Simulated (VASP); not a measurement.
# Cu3O2 (I4/mmm) in VASP: notebook, part 2 of 2

VASP 6.6.1.

**3. Single point, PBE+U**

The input, POSCAR:

```
Cu3O2
1.0
   -2.0229820000      2.0229820000      3.6736170000
    2.0229820000     -2.0229820000      3.6736170000
    2.0229820000      2.0229820000     -3.6736170000
Cu O
3 2
Direct
    0.0000000000      0.0000000000      0.0000000000
    0.7500000000      0.2500000000      0.5000000000
    0.2500000000      0.7500000000      0.5000000000
    0.5000000000      0.0000000000      0.5000000000
    0.0000000000      0.5000000000      0.5000000000
```

The input, INCAR.step1:

```
PREC     = Accurate       # precision mode
ENCUT    = 520            # plane-wave cutoff, eV
EDIFF    = 1E-7           # SCF threshold, eV
ISMEAR   = -1             # smearing method
SIGMA    = 0.05           # smearing width, eV
LREAL    = False          # projectors in reciprocal space
LASPH    = True           # aspherical terms in the spheres
NELM     = 150            # most SCF steps
ALGO     = Normal         # electronic algorithm
ISIF     = 2              # what is computed and relaxed
LWAVE    = False          # write WAVECAR
LCHARG   = True           # write CHGCAR
LMAXMIX  = 4              # l up to which the mixer works
LDAU     = True           # DFT+U
LDAUTYPE = 2            
LDAUL    = 2 -1           # shell
LDAUU    = 5 0            # U, eV
LDAUJ    = 0 0          
LDAUPRINT= 1            
GGA      = PE             # functional
NBANDS   = 30             # bands
```

The input, KPOINTS.step1:

```
regular mesh
0
Gamma
  9 9 9
```

The input, INCAR.step2:

```
PREC     = Accurate       # precision mode
ENCUT    = 520            # plane-wave cutoff, eV
EDIFF    = 1E-7           # SCF threshold, eV
ISMEAR   = -5             # smearing method
SIGMA    = 0.05           # smearing width, eV
LREAL    = False          # projectors in reciprocal space
LASPH    = True           # aspherical terms in the spheres
NELM     = 150            # most SCF steps
ALGO     = Normal         # electronic algorithm
ISIF     = 2              # what is computed and relaxed
LWAVE    = False          # write WAVECAR
LCHARG   = False          # write CHGCAR
LMAXMIX  = 4              # l up to which the mixer works
LDAU     = True           # DFT+U
LDAUTYPE = 2            
LDAUL    = 2 -1           # shell
LDAUU    = 5 0            # U, eV
LDAUJ    = 0 0          
LDAUPRINT= 1            
GGA      = PE             # functional
LORBIT   = 11             # projections on sites
NEDOS    = 2001           # points of the DOS
ICHARG   = 11             # starting density
```

The input, KPOINTS.step2:

```
regular mesh
0
Gamma
  14 14 14
```

Potentials or basis: VASP PAW PBE potentials, release 64 (Cu, O).

On the command line:

```
cat potpaw_PBE.64/Cu/POTCAR potpaw_PBE.64/O/POTCAR > POTCAR
cp INCAR.step1 INCAR
cp KPOINTS.step1 KPOINTS
mpirun -np 1 vasp_std > vasp.out
cp INCAR.step2 INCAR
cp KPOINTS.step2 KPOINTS
mpirun -np 1 vasp_std > vasp.out
```

OUTCAR:

```text
PREC = Accurate
   ENCUT = 520
   EDIFF = 1E-7
   ISMEAR = -5
   LREAL = False
   LASPH = True
   NELM = 150
   ISIF = 2
   GGA = PE
   LORBIT = 11
   ICHARG = 11

 ion  position               nearest neighbor table
   1  0.000  0.000  0.000-   4 2.02   5 2.02   5 2.02   4 2.02   2 2.73   3 2.73   2 2.73   3 2.73
                             2 2.73   2 2.73   3 2.73   3 2.73
   2  0.750  0.250  0.500-   4 1.84   5 1.84   1 2.73   1 2.73   1 2.73   1 2.73
   3  0.250  0.750  0.500-   4 1.84   5 1.84   1 2.73   1 2.73   1 2.73   1 2.73
   4  0.500  0.000  0.500-   2 1.84   3 1.84   1 2.02   1 2.02
   5  0.000  0.500  0.500-   2 1.84   3 1.84   1 2.02   1 2.02

  LATTYP: Found a body centered tetragonal cell.
 ALAT       =     4.0459640000
 C/A-ratio  =     1.8159415160

  Lattice vectors:

 A1 = (  -2.0229820000,   2.0229820000,   3.6736170000)
 A2 = (   2.0229820000,  -2.0229820000,   3.6736170000)
 A3 = (   2.0229820000,   2.0229820000,  -3.6736170000)

Analysis of symmetry for initial positions (statically):
=====================================================================
 Subroutine PRICEL returns:
 Original cell was already a primitive cell.

 Routine SETGRP: Setting up the symmetry group for a
 body centered tetragonal supercell.

 Subroutine GETGRP returns: Found 16 space group operations
 (whereof 16 operations were pure point group operations)
 out of a pool of 16 trial point group operations.

The static configuration has the point symmetry D_4h.

Analysis of symmetry for dynamics (positions and initial velocities):
=====================================================================
 Subroutine PRICEL returns:
 Original cell was already a primitive cell.

 Routine SETGRP: Setting up the symmetry group for a
 body centered tetragonal supercell.

 Subroutine GETGRP returns: Found 16 space group operations
 (whereof 16 operations were pure point group operations)
 out of a pool of 16 trial point group operations.

The dynamic configuration has the point symmetry D_4h.

 Subroutine INISYM returns: Found 16 space group operations
 (whereof 16 operations are pure point group operations),
 and found     1 'primitive' translations

----------------------------------------------------------------------------------------

                                     Primitive cell

  volume of cell :      60.1365

  direct lattice vectors                    reciprocal lattice vectors
    -2.022982000  2.022982000  3.673617000     0.000000000  0.247159886  0.136105642
     2.022982000 -2.022982000  3.673617000     0.247159886  0.000000000  0.136105642
[... 101 lines left out ...]
   POTIM  = 0.5000    time-step for ionic-motion
   TEBEG  =    0.0;   TEEND  =   0.0 temperature during run
   PSTRESS=    0.0 pullay stress
   NELECT =      45.0000    total number of electrons
   NUPDOWN=      -1.0000    fix difference up-down
   EMIN   =  10.00;   EMAX   =-10.00  energy-range for DOS
   EFERMI =   0.00;   METHOD = LEGACY
   ISMEAR =    -5;   SIGMA  =   0.05  broadening in eV -4-tet -1-fermi 0-gaus
   EFERMI_NEDOS =   21; number of points for ismear=-14 and -15
   IALGO  =     38    algorithm
   IMIX   =      4    mixing-type and parameters
     AMIX     =   0.40;   BMIX     =  1.00
     AMIX_MAG =   1.60;   BMIX_MAG =  1.00
  volume/ion in A,a.u.               =      12.03        81.16
  Fermi-wavevector in a.u.,A,eV,Ry     =   1.486277  2.808656 30.055525  2.209019
  Thomas-Fermi vector in A             =   2.599583
   LORBIT       =     11    0 simple, 1 ext, 2 COOP (PROOUT), +10 PAW based schemes
 LDA+U is selected, type is set to LDAUTYPE =  2
   angular momentum for each species LDAUL =     2   -1
   U (eV)           for each species LDAUU =   5.0  0.0
   J (eV)           for each species LDAUJ =   0.0  0.0
   GGA     = PE    functional components
   LHFCALC =     F    Hartree Fock is set to
   AEXX    =    0.0000 exact exchange contribution
   IVDW    =     0    specifies the selected vdW correction
   LEPSILON=     F    determine dielectric tensor
   LRPA    =     F    only Hartree local field effects (RPA)
 non-spin polarized calculation
 Fermi weights with tetrahedron method with Bloechl corrections
  energy-cutoff  :      520.00
  volume of cell :       60.14
 maximum number of plane-waves:      1661

atom =   1  type =  1  l = 2

 onsite density matrix

spin component  1
[... 83 lines left out ...]
  o =  0.8581  v =  0.0000 -0.0000  1.0000 -0.0000 -0.0000  0.0000  0.0000  0.0000  0.0000  0.0000      0.0000  0.0000  0.0000  0.0000  0.0000  0.0000  0.0000  0.0000  0.0000  0.0000
  o =  0.8581  v =  0.0000  0.0000  0.0000  0.0000  0.0000  0.0000 -0.0000  1.0000 -0.0000 -0.0000      0.0000  0.0000  0.0000  0.0000  0.0000  0.0000  0.0000  0.0000  0.0000  0.0000
  o =  0.9510  v =  0.0000  0.0000 -0.0000 -0.0000 -1.0000  0.0000  0.0000  0.0000  0.0000  0.0000      0.0000  0.0000  0.0000  0.0000  0.0000  0.0000  0.0000  0.0000  0.0000  0.0000
  o =  0.9510  v =  0.0000  0.0000  0.0000  0.0000  0.0000  0.0000  0.0000 -0.0000 -0.0000 -1.0000      0.0000  0.0000  0.0000  0.0000  0.0000  0.0000  0.0000  0.0000  0.0000  0.0000
  o =  0.9520  v =  0.0000  0.0000  0.0000  0.0000  0.0000  1.0000  0.0000  0.0000  0.0000  0.0000      0.0000  0.0000  0.0000  0.0000  0.0000  0.0000  0.0000  0.0000  0.0000  0.0000
  o =  0.9520  v =  1.0000  0.0000  0.0000  0.0000  0.0000  0.0000  0.0000  0.0000  0.0000  0.0000      0.0000  0.0000  0.0000  0.0000  0.0000  0.0000  0.0000  0.0000  0.0000  0.0000
  o =  0.9655  v =  0.0000  0.4083 -0.0000 -0.9129  0.0000  0.0000  0.0000  0.0000  0.0000  0.0000      0.0000  0.0000  0.0000  0.0000  0.0000  0.0000  0.0000  0.0000  0.0000  0.0000
  o =  0.9655  v =  0.0000  0.0000  0.0000  0.0000  0.0000  0.0000  0.4083 -0.0000 -0.9129  0.0000      0.0000  0.0000  0.0000  0.0000  0.0000  0.0000  0.0000  0.0000  0.0000  0.0000
  o =  0.9655  v =  0.0000  0.0000  0.0000  0.0000  0.0000  0.0000 -0.9129 -0.0000 -0.4083 -0.0000      0.0000  0.0000  0.0000  0.0000  0.0000  0.0000  0.0000  0.0000  0.0000  0.0000
  o =  0.9655  v =  0.0000 -0.9129 -0.0000 -0.4083 -0.0000  0.0000  0.0000  0.0000  0.0000  0.0000      0.0000  0.0000  0.0000  0.0000  0.0000  0.0000  0.0000  0.0000  0.0000  0.0000

 number of electron      45.0000018 magnetization

 Free energy of the ion-electron system (eV)
  ---------------------------------------------------
  ext. energy  EPLUGINS =         0.00000000
  ---------------------------------------------------
  free energy    TOTEN  =       -17.86915349 eV

  energy without entropy =      -17.86915349  energy(sigma->0) =      -17.86915349

 E-fermi :   3.7731     XC(G=0): -11.0780

 val. band max:        3.7810671715   @ k =  -0.1429  -0.2143   0.0714
 cond. band min:       3.7828849893   @ k =  -0.2143   0.5000   0.0714
 fundamental gap:      0.0018178178
 Fermi energy:         3.7731210711

 k-point     1 :       0.0000    0.0000    0.0000
  band No.  band energies     occupation
      1     -14.8987      2.00000
      2     -13.6720      2.00000
      3      -2.6021      2.00000
      4      -1.6875      2.00000
      5      -1.6875      2.00000
      6      -0.7909      2.00000
[... 709 lines left out ...]
     26      10.4285      0.00000
     27      11.7498      0.00000

 [... further k-points ...]
[... 5 lines left out ...]
  --------------------------------------------------------------------------------------
  -------------------------------------------------------------------------------------
  Total       -0.0015001     -0.0015001     -0.6661132      0.0000000     -0.0000000      0.0000000
  in kB       -0.0399655     -0.0399655    -17.7468272      0.0000000     -0.0000000      0.0000000
  external PRESSURE =      -5.9422527 kB  Pullay stress =       0.0000000 kB

 VOLUME and BASIS-vectors are now :
 -----------------------------------------------------------------------------
  energy-cutoff  :      520.00
  volume of cell :       60.14
      direct lattice vectors                 reciprocal lattice vectors
    -2.022982000  2.022982000  3.673617000     0.000000000  0.247159886  0.136105642
     2.022982000 -2.022982000  3.673617000     0.247159886  0.000000000  0.136105642
     2.022982000  2.022982000 -3.673617000     0.247159886  0.247159886  0.000000000

 POSITION                                       TOTAL-FORCE (eV/Angst)
 -----------------------------------------------------------------------------------
      0.00000      0.00000      0.00000        -0.000000     -0.000000     -0.000000
      0.00000      2.02298      1.83681        -0.000000      0.000000     -0.000000
      2.02298      0.00000      1.83681         0.000000     -0.000000      0.000000
      0.00000      2.02298      0.00000        -0.000000     -0.000000     -0.000000
      2.02298      0.00000      0.00000        -0.000000     -0.000000     -0.000000
 -----------------------------------------------------------------------------------
    total drift:                               -0.000000      0.000000      0.000000

  FREE ENERGIE OF THE ION-ELECTRON SYSTEM (eV)
  ---------------------------------------------------
  free  energy   TOTEN  =       -17.8691534911 eV

  energy  without entropy=      -17.8691534911  energy(sigma->0) =      -17.86915349

 total charge

# of ion       s       p       d       tot
------------------------------------------
    1        0.336   0.340   9.298   9.974
    2        0.393   0.340   9.362  10.095
    3        0.393   0.340   9.362  10.095
    4        1.555   3.405   0.000   4.960
    5        1.555   3.405   0.000   4.960
--------------------------------------------------
tot          4.232   7.829  28.023  40.085
```

Wall time 16 min (1 thread of Oxide Virtual Turin-like, shared host); peak memory 0.4 GiB.

What came out:

- Valence electrons inside the program's atomic spheres: Cu 9.97, 10.10 (each value once); O 4.96

Eigenvalues of the final occupation matrices:
| site | spin | trace | eigenvalues |
| --- | --- | --- | --- |
| site 1 d | 1 | 4.66 | 0.84 0.92 0.96 0.96 0.98 |
| site 1 d | 2 | 4.66 | 0.84 0.92 0.96 0.96 0.98 |
| site 2 d | 1 | 4.69 | 0.86 0.95 0.95 0.97 0.97 |
| site 2 d | 2 | 4.69 | 0.86 0.95 0.95 0.97 0.97 |
| site 3 d | 1 | 4.69 | 0.86 0.95 0.95 0.97 0.97 |
| site 3 d | 2 | 4.69 | 0.86 0.95 0.95 0.97 0.97 |

Caveat: U without spin polarisation on a metal has little footing.
